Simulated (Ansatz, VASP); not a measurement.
# Two plane-wave programs on La3N

```xyz
8
Lattice="9.8048 0.0000 0.0000 -4.9024 8.4912 0.0000 0.0000 0.0000 3.3223" Properties=species:S:1:pos:R:3 pbc="T T T"
La    4.9024    4.7181    0.8306
La    6.5372    1.8866    0.8306
La    3.2676    1.8866    0.8306
La    0.0000    3.7731    2.4917
La    1.6348    6.6046    2.4917
La   -1.6348    6.6046    2.4917
N     0.0000    5.6608    0.8306
N     4.9024    2.8304    2.4917
```

Change from the starting cell: species swapped into the Sr3Mg type (P6_3/mmc, No. 194).

Alike in both runs: functional PBE; k mesh 6 × 6 × 12; occupations gaussian, width 0.1 eV; no spin polarisation.

Ansatz relaxed the structure, and its values are those at the end. VASP's run is a single point on that final structure, the one shown.

```csv
,VASP,Ansatz
version,VASP 6.6.1,Ansatz 0.2.0
potentials or method,"VASP PAW PBE potentials, release 64 (La, N), cutoff 520 eV","scalar-relativistic, plane waves, PAW"
valence electrons in the cell,76,76
```

```csv
,VASP,Ansatz,Ansatz less VASP
gap on the k mesh at the Fermi level (eV),none,none,-
pressure (GPa),-0.1,0.0,+0.05
rms of the force components (eV/Å),0.003,0.001,-0.0027
```

A gap of «none» marks a metal or a gap that the smearing closes.

Neither program's run includes spin-orbit coupling.
